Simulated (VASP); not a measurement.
Wanted: the native input for a VASP 6.6.1 run.

| Item | Value |
| --- | --- |
| Task | single point |
| Functional | LDA |
| Potentials or basis | VASP PAW LDA potentials, release 64 (Au) |
| Cutoff | 520 eV |
| k mesh | 14 × 14 × 14 |
| Occupations | fermi-dirac, width 0.05 eV |
| Spin | no spin polarisation |
| Dipole correction | no |
| Further INCAR settings | ALGO = Normal; EDIFF = 1e-07; NBANDS = 12 |

The structure of Au lies in POSCAR:

```
Au
1.0
    2.4342153027      0.0000000000      0.0000000000
    0.0000000000      2.4342153027      0.0000000000
    0.0000000000      0.0000000000      2.4342153027
Au
1
Direct
    0.0000000000      0.0000000000      0.0000000000
```

This cell differs from its parent crystal: volume scaled by 0.76.

The input as run:

INCAR

```
SYSTEM = Au
  PREC = Accurate
  ENCUT = 520
  EDIFF = 1E-7
  ISMEAR = -1
  SIGMA = 0.05
  LREAL = .False.
  LASPH = .True.
  NELM = 80
  ALGO = Normal
  ISIF = 2
  LWAVE = .False.
  LCHARG = .True.
  GGA = CA
  LELF = .True.
  LVHAR = .True.
  NBANDS = 12
```

KPOINTS

```
regular mesh
0
Gamma
  14 14 14
  0 0 0
```

Potentials or basis: VASP PAW LDA potentials, release 64 (Au).

Command:

```console
$ cat potpaw_LDA.64/Au/POTCAR > POTCAR
$ mpirun -np 1 vasp_std > vasp.out
```

It gave:

```yaml
Pressure: 88.0 GPa
```

Wall time 5.3 s on 1 thread of Intel(R) Xeon(R) 6975P-C (Granite Rapids), with other jobs on the host, peak memory 0.13 GiB.
